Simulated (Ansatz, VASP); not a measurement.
## H13ClO6: VASP beside Ansatz

```xyz
20
Lattice="6.3339 0.0000 0.0000 0.0000 6.3339 0.0000 0.0000 0.0000 6.3339" Properties=species:S:1:pos:R:3 pbc="T T T"
O     1.7396    4.8558    2.2957
O     0.8635    0.0330    6.6009
O     5.2513    3.6797    4.9278
O     5.6418    0.9798    1.9670
O     0.8124    2.6476    3.4658
O     4.4527    4.8334    2.5061
H     1.3984    3.9665    2.6437
H     1.5285    5.4747    3.0179
H     1.2857   -0.6555    7.1927
H     0.1601    0.5155    7.2754
H     4.8211    4.1506    4.1789
H     4.5501    3.0662    5.2463
H     5.2029    0.1811    2.3561
H     6.1815    1.4608    2.6535
H     0.0889    3.0092    4.0889
H     1.5277    2.3888    4.1116
H     4.7793    4.1719    1.8653
H     3.4648    4.8333    2.3647
H     1.5823    0.7212   -0.0598
Cl    2.7584    2.0016   -0.5872
```

Alike in both runs: functional PBE; dispersion D3(BJ); k mesh 1 × 1 × 1; occupations fermi-dirac, width 0.02 eV; no spin polarisation.

Ansatz relaxed the structure, and its values are those at the end. VASP's run is a single point on that final structure, the one shown.

|  | VASP | Ansatz |
| --- | --- | --- |
| version | VASP 6.6.1 | Ansatz 0.2.0 |
| potentials or method | VASP PAW PBE potentials, release 64 (O, H, Cl), cutoff 520 eV | scalar-relativistic, plane waves, PAW |
| valence electrons in the cell | 56 | 56 |

|  | VASP | Ansatz | Ansatz less VASP |
| --- | --- | --- | --- |
| rms of the force components (eV/Å) | 0.095 | 0.088 | -0.0064 |
